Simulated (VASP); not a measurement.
# TaCl3F (P4mm) in VASP: relaxation of cell and atoms with PBE

Aim: the relaxation of cell and atoms of TaCl3F with PBE.

Everything below comes from runs of VASP 6.6.1. Logs are shortened: lines on timing, memory, paths and dates and some standing lists are left out, and cuts for length are marked.

**1. The cell of the first run**

The structure is tetragonal, space group P4mm (No. 99). The conventional cell has a = 4.472 Å, b = 4.472 Å, c = 5.787 Å, α = 90.00°, β = 90.00°, γ = 90.00°. Ta (site symmetry 4mm) has 8 Cl at 2.83 to 3.44 Å within 3.7 Å. Within 2.6 Å of Cl (site symmetry 4mm) lie 1 F at 1.97 Å. Within 3.2 Å of Cl (site symmetry 2mm) lie 2 F at 2.35 Å and 2 Ta at 2.83 Å and 4 Cl at 3.16 Å. F (site symmetry 4mm) has 5 Cl at 1.97 to 2.35 Å within 2.6 Å.

The cell was generated, and may not be a known phase.

**2. Relaxation of cell and atoms, PBE**

The input, INCAR:

```
PREC = Accurate
ENCUT = 700
EDIFF = 1E-7
ISMEAR = 0
SIGMA = 0.15
LREAL = F
LASPH = T
NELM = 120
ALGO = Normal
ISIF = 3
LWAVE = F
LCHARG = F
GGA = PE
IBRION = 2
NSW = 36
EDIFFG = -0.08
GGA_COMPAT = F
NELMIN = 4
```

The input, KPOINTS:

```
Automatic mesh
0
Gamma
  3 3 2
```

The input, POSCAR:

```
TaCl3F
1.0
    4.4723291900      0.0000000000      0.0000000000
    0.0000000000      4.4723291900      0.0000000000
    0.0000000000      0.0000000000      5.7866315200
Ta Cl F
1 3 1
Direct
    0.5000000000      0.5000000000      0.9916230200
    0.0000000000      0.0000000000      0.2268915200
    0.0000000000      0.5000000000      0.6927249700
    0.5000000000      0.0000000000      0.6927249700
    0.0000000000      0.0000000000      0.5676180100
```

Potentials or basis: VASP PAW PBE potentials, release 64 (Ta_sv_GW, Cl, F).

Started as:

```
cat potpaw_PBE.64/Ta_sv_GW/POTCAR potpaw_PBE.64/Cl/POTCAR potpaw_PBE.64/F/POTCAR > POTCAR
mpirun -np 1 vasp_std > vasp.out
```

OUTCAR:

```text
PREC = Accurate
   ENCUT = 700
   EDIFF = 1E-7
   ISMEAR = 0
   LREAL = F
   LASPH = T
   NELM = 120
   ISIF = 3
   GGA = PE
   IBRION = 2
   NSW = 36
   EDIFFG = -0.08
   NELMIN = 4

 ion  position               nearest neighbor table
   1  0.500  0.500  0.992-   3 2.83   4 2.83   4 2.83   3 2.83
   2  0.000  0.000  0.227-   5 1.97
   3  0.000  0.500  0.693-   1 2.83   1 2.83
   4  0.500  0.000  0.693-   1 2.83   1 2.83
   5  0.000  0.000  0.568-   2 1.97

  LATTYP: Found a simple tetragonal cell.
 ALAT       =     4.4723291900
 C/A-ratio  =     1.2938742374

  Lattice vectors:

 A1 = (   4.4723291900,   0.0000000000,   0.0000000000)
 A2 = (   0.0000000000,   4.4723291900,   0.0000000000)
 A3 = (   0.0000000000,   0.0000000000,   5.7866315200)

Analysis of symmetry for initial positions (statically):
=====================================================================
 Subroutine PRICEL returns:
 Original cell was already a primitive cell.

 Routine SETGRP: Setting up the symmetry group for a
 simple tetragonal supercell.

 Subroutine GETGRP returns: Found  8 space group operations
 (whereof  8 operations were pure point group operations)
 out of a pool of 16 trial point group operations.

The static configuration has the point symmetry C_4v.

Analysis of symmetry for dynamics (positions and initial velocities):
=====================================================================
 Subroutine PRICEL returns:
 Original cell was already a primitive cell.

 Routine SETGRP: Setting up the symmetry group for a
 simple tetragonal supercell.

 Subroutine GETGRP returns: Found  8 space group operations
 (whereof  8 operations were pure point group operations)
 out of a pool of 16 trial point group operations.

The dynamic configuration has the point symmetry C_4v.

 Subroutine INISYM returns: Found  8 space group operations
 (whereof  8 operations are pure point group operations),
 and found     1 'primitive' translations

----------------------------------------------------------------------------------------

                                     Primitive cell

  volume of cell :     115.7426

  direct lattice vectors                    reciprocal lattice vectors
     4.472329190  0.000000000  0.000000000     0.223597136  0.000000000  0.000000000
     0.000000000  4.472329190  0.000000000     0.000000000  0.223597136  0.000000000
     0.000000000  0.000000000  5.786631520     0.000000000  0.000000000  0.172812110

  length of vectors
     4.472329190  4.472329190  5.786631520     0.223597136  0.223597136  0.172812110

  position of ions in fractional coordinates (direct lattice)
     0.500000000  0.500000000  0.991623020
     0.000000000  0.000000000  0.226891520
     0.000000000  0.500000000  0.692724970
     0.500000000  0.000000000  0.692724970
     0.000000000  0.000000000  0.567618010

  ion indices of the primitive-cell ions
   primitive index   ion index
                 1           1
                 2           2
                 3           3
                 4           4
                 5           5

----------------------------------------------------------------------------------------

 KPOINTS: Automatic mesh

Automatic generation of k-mesh.
 Grid dimensions read from file:
 generate k-points for:    3    3    2

 Generating k-lattice:

  Cartesian coordinates                     Fractional coordinates (reciprocal lattice)
     0.074532379  0.000000000  0.000000000     0.333333333  0.000000000  0.000000000
     0.000000000  0.074532379  0.000000000     0.000000000  0.333333333  0.000000000
     0.000000000  0.000000000  0.086406055     0.000000000  0.000000000  0.500000000

  Length of vectors
     0.074532379  0.074532379  0.086406055

  Shift w.r.t. Gamma in fractional coordinates (k-lattice)
     0.000000000  0.000000000  0.000000000

 Subroutine IBZKPT returns following result:
 ===========================================

 Found      6 irreducible k-points:

 Following reciprocal coordinates:
            Coordinates               Weight
  0.000000  0.000000  0.000000      1.000000
  0.333333  0.000000  0.000000      4.000000
  0.333333  0.333333  0.000000      4.000000
  0.000000  0.000000  0.500000      1.000000
  0.333333  0.000000  0.500000      4.000000
  0.333333  0.333333  0.500000      4.000000
   k-points           NKPTS =      6   k-points in BZ     NKDIM =      6   number of bands    NBANDS=     24
   number of dos      NEDOS =    301   number of ions     NIONS =      5
   total plane-waves  NPLWV =  80000
   dimension x,y,z NGX =    40 NGY =   40 NGZ =   50
   dimension x,y,z NGXF=    80 NGYF=   80 NGZF=  100
   ions per type =               1   3   1
   NGX,Y,Z   is equivalent  to a cutoff of  14.87, 14.87, 14.36 a.u.
   NGXF,Y,Z  is equivalent  to a cutoff of  29.74, 29.74, 28.73 a.u.
 SYSTEM =  unknown system
   PREC   = accura    normal or accurate (medium, high low for compatibility)
   ISTART =      0    job   : 0-new  1-cont  2-samecut
   ICHARG =      2    charge: 1-file 2-atom 10-const
   ISPIN  =      1    spin polarized calculation?
   LNONCOLLINEAR =      F non collinear calculations
   LSORBIT =      F    spin-orbit coupling
   LASPH  =      T    aspherical Exc in radial PAW
   ENCUT  =  700.0 eV  51.45 Ry    7.17 a.u.   9.65  9.65 12.48*2*pi/ulx,y,z
   NELM   =    120;   NELMIN=  4; NELMDL= -5     # of ELM steps
   EDIFF  = 0.1E-06   stopping-criterion for ELM
   LREAL  =      F    real-space projection
   EDIFFG = -.8E-01   stopping-criterion for IOM
   NSW    =     36    number of steps for IOM
   IBRION =      2    ionic relax: 0-MD 1-quasi-New 2-CG
   NFREE  =      1    steps in history (QN), initial steepest desc. (CG)
   ISIF   =      3    stress and relaxation
   ISYM   =      2    0-nonsym 1-usesym 2-fastsym
   POTIM  = 0.5000    time-step for ionic-motion
   TEBEG  =    0.0;   TEEND  =   0.0 temperature during run
   PSTRESS=    0.0 pullay stress
   NELECT =      41.0000    total number of electrons
   NUPDOWN=      -1.0000    fix difference up-down
   EMIN   =  10.00;   EMAX   =-10.00  energy-range for DOS
   EFERMI =   0.00;   METHOD = LEGACY
   ISMEAR =     0;   SIGMA  =   0.15  broadening in eV -4-tet -1-fermi 0-gaus
   EFERMI_NEDOS =   21; number of points for ismear=-14 and -15
   IALGO  =     38    algorithm
   IMIX   =      4    mixing-type and parameters
     AMIX     =   0.40;   BMIX     =  1.00
     AMIX_MAG =   1.60;   BMIX_MAG =  1.00
  volume/ion in A,a.u.               =      23.15       156.21
  Fermi-wavevector in a.u.,A,eV,Ry     =   1.158346  2.188957 18.255830  1.341766
  Thomas-Fermi vector in A             =   2.294949
   LORBIT       =      0    0 simple, 1 ext, 2 COOP (PROOUT), +10 PAW based schemes
   GGA     = PE    functional components
   LHFCALC =     F    Hartree Fock is set to
   AEXX    =    0.0000 exact exchange contribution
   IVDW    =     0    specifies the selected vdW correction
   LEPSILON=     F    determine dielectric tensor
   LRPA    =     F    only Hartree local field effects (RPA)
 conjugate gradient relaxation of ions
 non-spin polarized calculation
 Gauss-broadening in eV      SIGMA  =   0.15
  energy-cutoff  :      700.00
  volume of cell :      115.74
 maximum number of plane-waves:      4880
 NGX is ok and might be reduce to    40
   NGX = 19   NGY = 19   NGZ = 25

--------------------------------------- Ionic step        1  -------------------------------------------

 number of electron      41.0000000 magnetization

 Free energy of the ion-electron system (eV)
  ---------------------------------------------------
  ext. energy  EPLUGINS =         0.00000000
  ---------------------------------------------------
  free energy    TOTEN  =       -18.44835877 eV

  energy without entropy =      -18.37852655  energy(sigma->0) =      -18.41344266

------------------------ aborting loop because EDIFF is reached ----------------------------------------

  FORCE on cell =-STRESS in cart. coord.  units (eV):
  Direction    XX          YY          ZZ          XY          YZ          ZX
  --------------------------------------------------------------------------------------
  -------------------------------------------------------------------------------------
  Total       -2.9124267     -2.9124267     -1.8776642      0.0000000      0.0000000      0.0000000
  in kB      -40.3155174    -40.3155174    -25.9917287      0.0000000      0.0000000      0.0000000
  external PRESSURE =     -35.5409212 kB  Pullay stress =       0.0000000 kB
[... 98 lines left out ...]
  FREE ENERGIE OF THE ION-ELECTRON SYSTEM (eV)
  ---------------------------------------------------
  free  energy   TOTEN  =       -21.6653661951 eV

  energy  without entropy=      -21.5942586772  energy(sigma->0) =      -21.62981244

[... ionic steps 4 to 25 ...]

--------------------------------------- Ionic step       26  -------------------------------------------

 number of electron      41.0000005 magnetization

------------------------ aborting loop because EDIFF is reached ----------------------------------------

  FORCE on cell =-STRESS in cart. coord.  units (eV):
  Direction    XX          YY          ZZ          XY          YZ          ZX
  --------------------------------------------------------------------------------------
  -------------------------------------------------------------------------------------
  Total       -0.1663525     -0.1663525     -0.0752228      0.0000000      0.0000000     -0.0000000
  in kB       -2.2572116     -2.2572116     -1.0206863      0.0000000      0.0000000     -0.0000000
  external PRESSURE =      -1.8450365 kB  Pullay stress =       0.0000000 kB
[... 63 lines left out ...]
  energy  without entropy=      -23.4120033335  energy(sigma->0) =      -23.43574519

--------------------------------------- Ionic step       28  -------------------------------------------

 number of electron      41.0000009 magnetization

 Free energy of the ion-electron system (eV)
  ---------------------------------------------------
  ext. energy  EPLUGINS =         0.00000000
  ---------------------------------------------------
  free energy    TOTEN  =       -23.46240209 eV

  energy without entropy =      -23.41385430  energy(sigma->0) =      -23.43812820

 E-fermi :   2.1657     XC(G=0):  -8.5032

 val. band max:        2.1443045657   @ k =   0.0000   0.0000   0.0000
 cond. band min:       2.1665497811   @ k =   0.3333   0.3333   0.5000
 fundamental gap:      0.0222452154
 Fermi energy:         2.1656873190

 k-point     1 :       0.0000    0.0000    0.0000
  band No.  band energies     occupation
      1     -67.6678      2.00000
      2     -34.0902      2.00000
      3     -34.0902      2.00000
      4     -34.0166      2.00000
      5     -17.3607      2.00000
      6     -15.3217      2.00000
[... 183 lines left out ...]
  FREE ENERGIE OF THE ION-ELECTRON SYSTEM (eV)
  ---------------------------------------------------
  free  energy   TOTEN  =       -23.4624020933 eV

  energy  without entropy=      -23.4138543032  energy(sigma->0) =      -23.43812820

 reached required accuracy - stopping structural energy minimisation
```

Wall time 16 min (1 thread of Intel Xeon Platinum 8259CL at 2.50GHz (Skylake/Cascade Lake), shared host); peak memory 0.3 GiB.

What came out:

```
Free energy                           : -23.4624 eV
Relaxed volume                        : 23.54 Å³/atom
Relaxed cell                          : a = 4.015 Å, b = 4.015 Å, c = 7.302 Å, α = 90.00°, β = 90.00°, γ = 90.00°
Space group after relaxing (to 0.1 Å) : P4mm (No. 99)
Energy gained by relaxing             : 1002.8 meV/atom
Ionic steps                           : 28
Pressure after relaxing               : 0.1 GPa
Largest force after relaxing          : 0.040 eV/Å
Band gap on the k mesh                : zero (an odd number of electrons rules out a gap without spin polarisation)
```

Forces in eV/Å, atoms in the order of the input:
```
Ta   0.000  0.000  0.015
Cl   0.000  0.000 -0.031
Cl   0.000  0.000  0.028
Cl   0.000  0.000  0.028
F    0.000  0.000 -0.040
```

The path:
```
step  energy change (eV)  largest force (eV/Å)  pressure (GPa)  volume (Å³)
   1              0.0000                5.2728           -3.55       115.74
   2             -2.7833                2.1800            0.39       107.35
   3             -3.2170                1.6816            5.61       103.67
   4             -3.2246                1.6009            6.59       103.11
   5             -4.0020                1.0002            1.73       114.65
   6             -4.1888                1.0198            0.22       122.58
   7             -4.1559                1.1298           -0.73       138.92
   8             -4.2148                0.9710           -0.47       131.95
   9             -4.4565                1.6728           -0.25       130.46
  10             -4.7797                1.4924           -1.63       124.73
  11             -4.8453                0.6141           -1.18       127.68
  12             -4.8785                0.6259           -1.35       126.76
  13             -4.8796                0.6731            3.24       118.01
  14             -4.9277                0.5871            0.76       122.23
  15             -4.9814                0.2384            0.06       122.88
  16             -4.9880                0.1568           -0.22       123.20
  17             -4.9890                0.5086            0.59       122.06
  18             -4.9925                0.1920            0.20       122.60
  19             -4.9973                0.1424           -0.37       122.76
  20             -4.9973                0.1439           -0.42       122.78
  21             -5.0031                0.1419           -0.17       121.45
  22             -5.0081                0.1366           -0.03       119.66
  23             -5.0066                0.1428            0.55       116.11
  24             -5.0094                0.1312            0.21       118.19
  25             -5.0129                0.1607           -0.22       118.07
  26             -5.0129                0.1487           -0.18       118.08
  27             -5.0111                0.2891            0.49       117.12
  28             -5.0140                0.0404            0.07       117.71
```

Final structure:
```yaml
crystal:
  lattice:
    - [4.01503, 0.00000, 0.00000]
    - [0.00000, 4.01503, 0.00000]
    - [0.00000, 0.00000, 7.30195]
  atoms:
    - { symbol: Ta, position: [0.50000, 0.50000, 0.94696] }
    - { symbol: Cl, position: [0.00000, 0.00000, 0.14131] }
    - { symbol: Cl, position: [0.00000, 0.50000, 0.77334] }
    - { symbol: Cl, position: [0.50000, 0.00000, 0.77334] }
    - { symbol: F, position: [0.00000, 0.00000, 0.53664] }
```

Caveat: the k points lie up to 0.52 Å⁻¹ apart in the final cell, too coarse for converged energies and pressures of a metal; a cell axis changed by over 15 % at a fixed basis, so the end point is rough; spin-orbit coupling is left out, which moves the levels of the heavy elements; this functional lacks dispersion, which binds layers or chains, so the pressure and a relaxed spacing across them are unreliable; an odd number of electrons without spin polarisation forces a metal; a magnetic or distorted state may lie lower; the relaxation stopped at a loose force limit of 0.08 eV/Å, so its end isn't a converged minimum.

The gap in the log of VASP goes by the Fermi energy; the results here count the filled bands.